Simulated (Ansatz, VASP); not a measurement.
## Two plane-wave programs on MnS

INCAR

```
SYSTEM = MnS
  ALGO = Normal
  EDIFF = 1E-6
  ENCUT = 520
  GGA = PE
  ISIF = 2
  ISMEAR = 0
  ISPIN = 2
  LASPH = .True.
  LCHARG = .False.
  LMAXMIX = 4
  LORBIT = 11
  LREAL = .False.
  LWAVE = .False.
  MAGMOM = 3.64 -0.16
  NBANDS = 20
  NELM = 150
  PREC = Accurate
  SIGMA = 0.15
```

The input KPOINTS:

```
k-points
0
Gamma
  16 16 16
  0 0 0
```

POSCAR

```
MnS
1.0
    3.0990400000      0.0000000000      0.0000000000
    0.0000000000      3.0990400000      0.0000000000
    0.0000000000      0.0000000000      3.0990400000
Mn S
1 1
Direct
    0.5000000000      0.5000000000      0.5000000000
    0.0000000000      0.0000000000      0.0000000000
```

Input for Ansatz:

```yaml
crystal:
  lattice:
    - [3.09904, 0.0, 0.0]
    - [0.0, 3.09904, 0.0]
    - [0.0, 0.0, 3.09904]
  atoms:
    - { symbol: Mn, position: [0.5, 0.5, 0.5], spin: 3.64 }
    - { symbol: S, position: [0.0, 0.0, 0.0], spin: -0.16 }
basis:
  ecutwfc: 420
kpoints:
  mp_grid: { grid: [16, 16, 16] }
hamiltonian:
  xc: pbe
scf:
  occupations: { method: gaussian, width: 0.15 }
output:
  forces: true
  stress: true
  eigenvalues: true
  populations: true
magnetization:
  spin_polarized: true
```

Alike in both runs: task single point; functional PBE; k mesh 16 × 16 × 16; occupations gaussian, width 0.15 eV; collinear spin.

|  | VASP | Ansatz |
| --- | --- | --- |
| version | VASP 6.6.1 | Ansatz 0.2.0 |
| potentials or method | VASP PAW PBE potentials, release 64 (Mn_pv, S), cutoff 520 eV | scalar-relativistic, plane waves, PAW |
| valence electrons in the cell | 19 | 21 |

```tsv
	VASP	Ansatz	Ansatz less VASP
gap on the k mesh at the Fermi level (eV)	none	none	-
pressure (GPa)	-7.2	-7.3	-0.10
net moment per atom (μB)	1.67	1.67	-0.003
size of the moment on the site where the two differ most (μB)	0.12	0.13	+0.015
```

Site moments also hang on the region over which each program counts them. A gap of «none» marks a metal or a gap that the smearing closes. With one functional, cell and mesh, what is left measures potentials, basis and numerics. VASP's potentials hold 19 valence electrons a cell and Ansatz's 21, so a difference there can come from the potentials and not from the codes.
